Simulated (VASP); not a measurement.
A run of VASP 6.6.1:

The input INCAR:

```
SYSTEM = Ta
PREC = Accurate
ENCUT = 520
EDIFF = 1E-7
ISMEAR = -1
SIGMA = 0.1
LREAL = .FALSE.
LASPH = .TRUE.
NELM = 80
ALGO = Normal
ISIF = 2
LWAVE = .FALSE.
LCHARG = .FALSE.
GGA = PE
NBANDS = 18
```

KPOINTS

```
Automatic mesh
0
G
  10 10 10
  0 0 0
```

The input POSCAR:

```
Ta
1.0
    0.0000000000      2.9255978405      2.9255978405
    2.9255978405      0.0000000000      2.9255978405
    2.9255978405      2.9255978405      0.0000000000
Ta
2
Direct
    0.1250000000      0.1250000000      0.1250000000
    0.8750000000      0.8750000000      0.8750000000
```

Potentials or basis: VASP PAW PBE potentials, release 64 (Ta_pv).

Command:

```bash
$ cat potpaw_PBE.64/Ta_pv/POTCAR > POTCAR
$ mpirun -np 1 vasp_std > vasp.out
```

Hardware: 1 thread of Intel(R) Xeon(R) Platinum 8259CL CPU @ 2.50GHz (Skylake/Cascade Lake), with other jobs on the host.

How long does it take, and how much memory?

Run time: 32 s on 1 thread of Intel(R) Xeon(R) Platinum 8259CL CPU @ 2.50GHz (Skylake/Cascade Lake), on a shared host, peak memory 0.19 GiB. Counts: scf iterations 13, k points 47.
